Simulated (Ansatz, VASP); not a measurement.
## InSb: VASP beside Ansatz

Contents of POSCAR:

```
InSb
1.0
   -0.6600242806      2.7538944122      2.7538944122
    2.7538944122     -0.6600242806      2.7538944122
    2.7538944122      2.7538944122     -0.6600242806
In Sb
1 1
Direct
    0.0000000000      0.0000000000      0.0000000000
    0.5000000000      0.5000000000      0.5000000000
```

File INCAR.step1:

```
PREC = Accurate ; ENCUT = 520
ISMEAR = 0 ; SIGMA = 0.15
LREAL = False ; LASPH = True
NELM = 100 ; NBANDS = 16
GGA = PE ; ALGO = Normal
EDIFF = 1E-4 ; LWAVE = True
LCHARG = False
```

INCAR.step2

```
PREC = Accurate ; ENCUT = 520
EDIFF = 1E-6 ; ISMEAR = 0
SIGMA = 0.15 ; LREAL = False
LASPH = True ; NELM = 100
ALGO = Normal ; ISIF = 2
LWAVE = False ; LCHARG = True
METAGGA = R2SCAN ; LMIXTAU = True
LELF = True ; LVHAR = True
NBANDS = 16 ; ISTART = 1
```

The input KPOINTS:

```
Automatic mesh
0
Gamma
  20 20 20
```

Input for Ansatz:

```yaml
crystal:
  lattice:
    - [-0.6600242806, 2.7538944122, 2.7538944122]
    - [2.7538944122, -0.6600242806, 2.7538944122]
    - [2.7538944122, 2.7538944122, -0.6600242806]
  atoms:
    - { symbol: In, position: [0.0, 0.0, 0.0] }
    - { symbol: Sb, position: [0.5, 0.5, 0.5] }
basis:
  ecutwfc: 500
kpoints:
  mp_grid: { grid: [20, 20, 20] }
hamiltonian:
  xc: r2scan
scf:
  occupations: { method: gaussian, width: 0.15 }
output:
  forces: true
  stress: true
  eigenvalues: true
```

Alike in both runs: task single point; functional r2SCAN; k mesh 20 × 20 × 20; occupations gaussian, width 0.15 eV; no spin polarisation.

```csv
,VASP,Ansatz
version,VASP 6.6.1,Ansatz 0.2.0
potentials or method,"VASP PAW PBE potentials, release 64 (In_d, Sb), cutoff 520 eV","scalar-relativistic, plane waves, PAW"
valence electrons in the cell,18,28
```

```tsv
	VASP	Ansatz	Ansatz less VASP
gap on the k mesh at the Fermi level (eV)	none	none	-
pressure (GPa)	-0.4	-0.4	-0.02
traceless stress, the component that is largest in VASP (GPa)	1.90	1.92	+0.014
```

VASP's potentials were made for PBE, not for r2SCAN. A gap of «none» marks a metal or a gap that the smearing closes. VASP's potentials hold 18 valence electrons a cell and Ansatz's 28, so a difference there can come from the potentials and not from the codes.

Spin-orbit coupling is off throughout.
